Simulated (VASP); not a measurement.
Here is a VASP 6.6.1 calculation.

The input INCAR:

```
ALGO = Normal ; EDIFF = 1E-8
ENCUT = 520 ; IBRION = 8
ISIF = 2 ; ISMEAR = 0
LASPH = T ; LCHARG = F
LEPSILON = T ; LREAL = F
LWAVE = F ; NBANDS = 11
NELM = 100 ; NSW = 1
PREC = Accurate ; SIGMA = 0.01
```

Contents of KPOINTS:

```
k-points
0
Gamma
  10 10 10
```

POSCAR

```
MgO
1.0
    0.0000000000      2.0571450605      2.0571450605
    2.0571450605      0.0000000000      2.0571450605
    2.0571450605      2.0571450605      0.0000000000
Mg O
1 1
Direct
    0.0000000000      0.0000000000      0.0000000000
    0.5000000000      0.5000000000      0.5000000000
```

Potentials or basis: VASP PAW LDA potentials, release 64 (Mg, O).

Run with:

```console
$ cat potpaw_LDA.64/Mg/POTCAR potpaw_LDA.64/O/POTCAR > POTCAR
$ mpirun -np 1 vasp_std > vasp.out
```

Task: Estimate the electronic dielectric tensor (diagonal).

Result: 3.07.

Task: Predict the Born charges (mean of the diagonal).

Result: Mg +1.94; O -1.94 e.

Task: What does it give for the highest phonon frequency at Γ, LO-TO splitting left out?

Result: 446 cm⁻¹.

Born effective charge tensors (e):
atom 1, Mg
```
1.94 0.00 0.00
0.00 1.94 0.00
0.00 0.00 1.94
```
atom 2, O
```
-1.94  0.00  0.00
 0.00 -1.94  0.00
 0.00  0.00 -1.94
```

Caveat: the cell wasn't relaxed at this level first, which shifts response properties.
